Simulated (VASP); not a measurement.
The system is CuO.

```
Cu O
1.0
     2.87950    0.00000    0.00000
     0.03907    2.87928    0.00000
     0.01750    0.01724    5.17634
Cu O
2 2
Direct
  0.98699 0.50655 0.99987
  0.48639 0.00099 0.50254
  0.99593 0.99062 0.74703
  0.00004 0.99172 0.25001
```

This cell differs from its parent crystal: atoms moved at random.

Base run:

```yaml
Program: VASP 6.6.1
Functional: PBE
Potentials_or_basis: VASP PAW PBE potentials, release 64 (Cu_sv_GW, O)
Cutoff: 700 eV
k_mesh: 9 × 9 × 5
Occupations: fermi-dirac, width 0.05 eV
Spin: no spin polarisation
```

Its results: band gap on the k mesh zero (bands 25 and 26 overlap by 0.91 eV); pressure 3.3 GPa; largest force 0.685 eV/Å.

The run is repeated on the same cell with these changes: functional from PBE to PBEsol. What comes out?

Band gap on the k mesh zero (bands 25 and 26 overlap by 0.93 eV); pressure -4.3 GPa; largest force 0.651 eV/Å.

PBEsol binds more tightly than PBE, so the same cell stands under less pressure.

Caveats: semilocal functionals often make such compounds metallic where correlation or magnetic order opens a gap, which also shifts bond lengths; the cell stands under pressure (at least some runs); the cell stands under tension (at least some runs); the PAW data sets were made with another functional, which shifts forces and pressure a little (at least some runs).
